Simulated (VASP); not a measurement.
# Zr (Fm-3m) in VASP: further runs

The runs below take Zr through single point, relaxation of cell and atoms, with PBE+D3(BJ).

Everything below comes from runs of VASP 6.6.1. Logs are shortened: lines on timing, memory, paths and dates and some standing lists are left out, and cuts for length are marked.

## (1) The cell of the first run

The structure is cubic, space group Fm-3m (No. 225). The conventional cell has a = 4.462 Å, b = 4.462 Å, c = 4.462 Å, α = 90.00°, β = 90.00°, γ = 90.00°. Within 4.2 Å of Zr (site symmetry m-3m) lie 12 Zr at 3.16 Å.

## (2) Single point, PBE+D3(BJ)

Contents of INCAR:

```
PREC     = Accurate       # precision mode
ENCUT    = 520            # plane-wave cutoff, eV
EDIFF    = 1E-6           # SCF threshold, eV
ISMEAR   = 0              # smearing method
SIGMA    = 0.1            # smearing width, eV
LREAL    = False          # projectors in reciprocal space
LASPH    = True           # aspherical terms in the spheres
NELM     = 80             # most SCF steps
ALGO     = Normal         # electronic algorithm
ISIF     = 2              # what is computed and relaxed
LWAVE    = False          # write WAVECAR
LCHARG   = False          # write CHGCAR
GGA      = PE             # functional
IVDW     = 12             # dispersion correction
NBANDS   = 12             # bands
```

Contents of KPOINTS:

```
regular mesh
0
Gamma
  16 16 16
```

Contents of POSCAR:

```
Zr
1.0
    0.0000000000      2.2309996686      2.2309996686
    2.2309996686      0.0000000000      2.2309996686
    2.2309996686      2.2309996686      0.0000000000
Zr
1
Direct
    0.0000000000      0.0000000000      0.0000000000
```

Potentials or basis: VASP PAW PBE potentials, release 64 (Zr_sv).

The run is started by

```
$ cat potpaw_PBE.64/Zr_sv/POTCAR > POTCAR
$ mpirun -np 1 vasp_std > vasp.out
```

OUTCAR:

```text
PREC = Accurate
   ENCUT = 520
   EDIFF = 1E-6
   ISMEAR = 0
   LREAL = False
   LASPH = True
   NELM = 80
   ISIF = 2
   GGA = PE
   IVDW = 12
 IVDW          = 12

 ion  position               nearest neighbor table
   1  0.000  0.000  0.000-

  LATTYP: Found a face centered cubic cell.
 ALAT       =     4.4619993372

  Lattice vectors:

 A1 = (   0.0000000000,   2.2309996686,   2.2309996686)
 A2 = (   2.2309996686,   0.0000000000,   2.2309996686)
 A3 = (   2.2309996686,   2.2309996686,   0.0000000000)

Analysis of symmetry for initial positions (statically):
=====================================================================
 Subroutine PRICEL returns:
 Original cell was already a primitive cell.

 Routine SETGRP: Setting up the symmetry group for a
 face centered cubic supercell.

 Subroutine GETGRP returns: Found 48 space group operations
 (whereof 48 operations were pure point group operations)
 out of a pool of 48 trial point group operations.

The static configuration has the point symmetry O_h .

Analysis of symmetry for dynamics (positions and initial velocities):
=====================================================================
 Subroutine PRICEL returns:
 Original cell was already a primitive cell.

 Routine SETGRP: Setting up the symmetry group for a
 face centered cubic supercell.

 Subroutine GETGRP returns: Found 48 space group operations
 (whereof 48 operations were pure point group operations)
 out of a pool of 48 trial point group operations.

The dynamic configuration has the point symmetry O_h .

 Subroutine INISYM returns: Found 48 space group operations
 (whereof 48 operations are pure point group operations),
 and found     1 'primitive' translations

----------------------------------------------------------------------------------------

                                     Primitive cell

  volume of cell :      22.2090

  direct lattice vectors                    reciprocal lattice vectors
     0.000000000  2.230999669  2.230999669    -0.224114780  0.224114780  0.224114780
     2.230999669  0.000000000  2.230999669     0.224114780 -0.224114780  0.224114780
     2.230999669  2.230999669  0.000000000     0.224114780  0.224114780 -0.224114780

  length of vectors
     3.155109989  3.155109989  3.155109989     0.388178186  0.388178186  0.388178186

  position of ions in fractional coordinates (direct lattice)
     0.000000000  0.000000000  0.000000000

  ion indices of the primitive-cell ions
   primitive index   ion index
                 1           1

----------------------------------------------------------------------------------------
[... 82 lines left out ...]
   NUPDOWN=      -1.0000    fix difference up-down
   EMIN   =  10.00;   EMAX   =-10.00  energy-range for DOS
   EFERMI =   0.00;   METHOD = LEGACY
   ISMEAR =     0;   SIGMA  =   0.10  broadening in eV -4-tet -1-fermi 0-gaus
   EFERMI_NEDOS =   21; number of points for ismear=-14 and -15
   IALGO  =     38    algorithm
   IMIX   =      4    mixing-type and parameters
     AMIX     =   0.40;   BMIX     =  1.00
     AMIX_MAG =   1.60;   BMIX_MAG =  1.00
  volume/ion in A,a.u.               =      22.21       149.87
  Fermi-wavevector in a.u.,A,eV,Ry     =   1.333396  2.519753 24.190401  1.777944
  Thomas-Fermi vector in A             =   2.462257
   LORBIT       =      0    0 simple, 1 ext, 2 COOP (PROOUT), +10 PAW based schemes
   GGA     = PE    functional components
   LHFCALC =     F    Hartree Fock is set to
   AEXX    =    0.0000 exact exchange contribution
   IVDW    =    12    specifies the selected vdW correction
   LEPSILON=     F    determine dielectric tensor
   LRPA    =     F    only Hartree local field effects (RPA)
 non-spin polarized calculation
 Gauss-broadening in eV      SIGMA  =   0.10
  energy-cutoff  :      520.00
  volume of cell :       22.21
 maximum number of plane-waves:       612
   NGX = 11   NGY = 11   NGZ = 11

 number of electron      12.0000000 magnetization

 Free energy of the ion-electron system (eV)
  ---------------------------------------------------
  ext. energy  EPLUGINS =         0.00000000
  ---------------------------------------------------
  free energy    TOTEN  =        -8.47118338 eV

  energy without entropy =       -8.46234494  energy(sigma->0) =       -8.46676416

 E-fermi :   9.4341     XC(G=0): -11.2977

 val. band max:        9.4259439801   @ k =  -0.3125   0.3125   0.1250
 cond. band min:       9.4395155110   @ k =  -0.4375   0.3125   0.1250
 fundamental gap:      0.0135715309
 Fermi energy:         9.4341227596

 k-point     1 :       0.0000    0.0000    0.0000
  band No.  band energies     occupation
      1     -39.1945      2.00000
      2     -16.6403      2.00000
      3     -16.6403      2.00000
      4     -16.6403      2.00000
      5       3.7937      2.00000
      6      10.4152      0.00000
      7      10.4152      0.00000
      8      10.4152      0.00000
      9      12.9792      0.00000
     10      12.9792      0.00000
     11      20.0132      0.00000
     12      24.3691      0.00000
[... 331 lines left out ...]
 k-point    24 :      -0.0625    0.0625    0.0000
  band No.  band energies     occupation
      1     -39.1777      2.00000
      2     -16.7497      2.00000
      3     -16.6716      2.00000
      4     -16.6474      2.00000
      5       4.1428      2.00000
      6      10.0889      0.00000
      7      10.5695      0.00000
      8      10.5983      0.00000
      9      12.6722      0.00000
     10      12.9707      0.00000
     11      20.7529      0.00000
     12      23.3031      0.00000

 [... further k-points ...]

------------------------ aborting loop because EDIFF is reached ----------------------------------------

 Edisp (eV)   -0.55503

 E8    (eV) :    -0.2852

  FORCE on cell =-STRESS in cart. coord.  units (eV):
  Direction    XX          YY          ZZ          XY          YZ          ZX
  --------------------------------------------------------------------------------------
  -------------------------------------------------------------------------------------
  Total       0.00267     0.00267     0.00267     0.00000     0.00000     0.00000
  in kB       0.19245     0.19245     0.19245     0.00000     0.00000     0.00000
  external pressure =        0.19 kB  Pullay stress =        0.00 kB

 VOLUME and BASIS-vectors are now :
 -----------------------------------------------------------------------------
  energy-cutoff  :      520.00
  volume of cell :       22.21
      direct lattice vectors                 reciprocal lattice vectors
     0.000000000  2.230999669  2.230999669    -0.224114780  0.224114780  0.224114780
     2.230999669  0.000000000  2.230999669     0.224114780 -0.224114780  0.224114780
     2.230999669  2.230999669  0.000000000     0.224114780  0.224114780 -0.224114780

 POSITION                                       TOTAL-FORCE (eV/Angst)
 -----------------------------------------------------------------------------------
      0.00000      0.00000      0.00000         0.000000      0.000000      0.000000
 -----------------------------------------------------------------------------------
    total drift:                                0.000000      0.000000     -0.000000

  FREE ENERGIE OF THE ION-ELECTRON SYSTEM (eV)
  ---------------------------------------------------
  free  energy   TOTEN  =        -9.0262130322 eV

  energy  without entropy=       -9.0173745991  energy(sigma->0) =       -9.02179382
```

It took 32 s on 1 thread of Intel Xeon 8259CL, shared host; peak memory 0.17 GiB.

What came out:

| Item | Value |
| --- | --- |
| Free energy | -9.0262 eV |
| Pressure | 0.0 GPa |
| Band gap on the k mesh | zero (band 6 reaches 10.42 eV, above the bottom of band 7 at 9.02 eV) |
| Dispersion energy per atom | -0.555 eV |

Levels at points of the mesh, in eV from the Fermi level:
```csv
k point,band 3,band 4,band 5,band 6,band 7,band 8,band 9,band 10
"(0.00, 0.00, 0.00)",-26.07,-26.07,-5.64,0.98,0.98,0.98,3.55,3.55
"(0.50, 0.00, 0.00)",-26.22,-26.22,-3.07,0.79,0.79,1.27,5.44,5.44
"(0.50, 0.50, 0.00)",-26.47,-26.47,-3.17,-2.36,3.25,5.45,5.99,5.99
```

Caveat: pairwise dispersion overbinds metals, which lowers pressure and volume.

## (3) Relaxation of cell and atoms, PBE+D3(BJ)

This run uses another cell than the first one, of 23.20 Å³/atom, 1.044 times its volume.

Contents of INCAR:

```
PREC     = Accurate       # precision mode
ENCUT    = 600            # plane-wave cutoff, eV
EDIFF    = 1E-6           # SCF threshold, eV
ISMEAR   = 0              # smearing method
SIGMA    = 0.1            # smearing width, eV
LREAL    = F              # projectors in reciprocal space
LASPH    = T              # aspherical terms in the spheres
NELM     = 80             # most SCF steps
ALGO     = Normal         # electronic algorithm
ISIF     = 3              # what is computed and relaxed
LWAVE    = F              # write WAVECAR
LCHARG   = F              # write CHGCAR
GGA      = PE             # functional
IVDW     = 12             # dispersion correction
IBRION   = 2              # ionic algorithm
NSW      = 70             # ionic steps
EDIFFG   = -0.005         # ionic threshold
```

KPOINTS is that of step 2.

Contents of POSCAR:

```
Zr
1.0
    0.0000000000      2.2635496251      2.2635496251
    2.2635496251      0.0000000000      2.2635496251
    2.2635496251      2.2635496251      0.0000000000
Zr
1
Direct
    0.0000000000      0.0000000000      0.0000000000
```

Potentials or basis: VASP PAW PBE potentials, release 64 (Zr_sv).

The run is started by

```
$ cat potpaw_PBE.64/Zr_sv/POTCAR > POTCAR
$ mpirun -np 1 vasp_std > vasp.out
```

Run time: 2.3 min. Hardware: 1 thread of Intel Xeon 8259CL, shared host; peak memory 0.2 GiB.

The run converged. Its results:

```yaml
Free_energy: -9.0266 eV
Relaxed_volume: 22.22 Å³/atom
Relaxed_cell: a = 3.156 Å, b = 3.156 Å, c = 3.156 Å, α = 60.00°, β = 60.00°, γ = 60.00°
Space_group_after_relaxing_to_0.05_Å: Fm-3m (No. 225)
Energy_gained_by_relaxing: 12.0 meV/atom
Ionic_steps: 3
Pressure_after_relaxing: 0.0 GPa
Band_gap_on_the_k_mesh: zero (band 6 reaches 10.41 eV, above the bottom of band 7 at 9.02 eV)
Dispersion_energy_per_atom: -0.555 eV
```

Step by step:
```csv
step,energy change (eV),largest force (eV/Å),pressure (GPa),volume (Å³)
1,0.0000,0.0000,-3.80,23.20
2,-0.0025,0.0000,3.82,21.40
3,-0.0120,0.0000,-0.01,22.22
```

Final structure:
```xyz
1
Lattice="0.0000 2.2315 2.2315 2.2315 0.0000 2.2315 2.2315 2.2315 0.0000" Properties=species:S:1:pos:R:3 pbc="T T T"
Zr    0.0000    0.0000    0.0000
```

Levels at points of the mesh, in eV from the Fermi level:
```csv
k point,band 2,band 3,band 4,band 5,band 6,band 7,band 8,band 9,band 10
"(0.00, 0.00, 0.00)",-26.08,-26.08,-26.08,-5.64,0.98,0.98,0.98,3.54,3.54
"(0.50, 0.00, 0.00)",-27.19,-26.22,-26.22,-3.07,0.79,0.79,1.27,5.44,5.44
"(0.50, 0.50, 0.00)",-27.11,-26.47,-26.47,-3.17,-2.35,3.25,5.45,5.99,5.99
```

Caveat: pairwise dispersion overbinds metals, which lowers pressure and volume.
